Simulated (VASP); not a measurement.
Set up this calculation in VASP 6.6.1, as the native input.

| Property | Result |
| --- | --- |
| Task | single point |
| Functional | HSE06 |
| Potentials or basis | VASP PAW PBE potentials, release 64 (Al) |
| Cutoff | 520 eV |
| k mesh | 6 × 6 × 6 |
| Occupations | fermi-dirac, width 0.05 eV |
| Spin | no spin polarisation |
| Dipole correction | no |
| Grid for exact exchange (PRECFOCK) | Normal |
| Further INCAR settings | ALGO = Normal; EDIFF = 1e-07; NBANDS = 8 |
| Share of exact exchange | 0.25 |
| Screening parameter | 0.2079 1/Å |

The system is Al.

```
Al
1.0
     0.00000    1.98347    1.98347
     1.98347    0.00000    1.98347
     1.98347    1.98347    0.00000
Al
1
Cartesian
  0.0000 0.0000 0.0000
```

One way to write it, as run:

POSCAR

```
Al
1.0
    0.0000000000      1.9834708509      1.9834708509
    1.9834708509      0.0000000000      1.9834708509
    1.9834708509      1.9834708509      0.0000000000
Al
1
Direct
    0.0000000000      0.0000000000      0.0000000000
```

INCAR.step1

```
PREC = Accurate
ENCUT = 520
EDIFF = 1E-5
ISMEAR = -1
SIGMA = 0.05
LREAL = False
LASPH = True
NELM = 100
ALGO = Normal
ISIF = 2
LWAVE = True
GGA = PE
NBANDS = 8
```

INCAR.step2

```
PREC = Accurate
ENCUT = 520
EDIFF = 1E-7
ISMEAR = -1
SIGMA = 0.05
LREAL = False
LASPH = True
NELM = 100
ALGO = Normal
ISIF = 2
LWAVE = False
LCHARG = True
GGA = PE
LHFCALC = True
HFSCREEN = 0.2079
PRECFOCK = Normal
LELF = True
LVHAR = True
ISTART = 1
NBANDS = 8
```

KPOINTS

```
regular mesh
0
Gamma
  6 6 6
```

Potentials or basis: VASP PAW PBE potentials, release 64 (Al).

The run is started by

```console
$ cat potpaw_PBE.64/Al/POTCAR > POTCAR
$ cp INCAR.step1 INCAR
$ mpirun -np 1 vasp_std > vasp.out
$ cp INCAR.step2 INCAR
$ mpirun -np 1 vasp_std > vasp.out
```

Results of the run:

```yaml
Pressure: 4.4 GPa
Band_gap_on_the_k_mesh: zero (an odd number of electrons rules out a gap without spin polarisation)
```

Caveat: the k points lie up to 0.46 Å⁻¹ apart, too coarse for converged energies and pressures of a metal; the PAW data sets were made with another functional, which shifts forces and pressure a little.

Wall time 74 s on 1 thread of Intel Xeon 8259CL (shared host), peak memory 0.23 GiB.
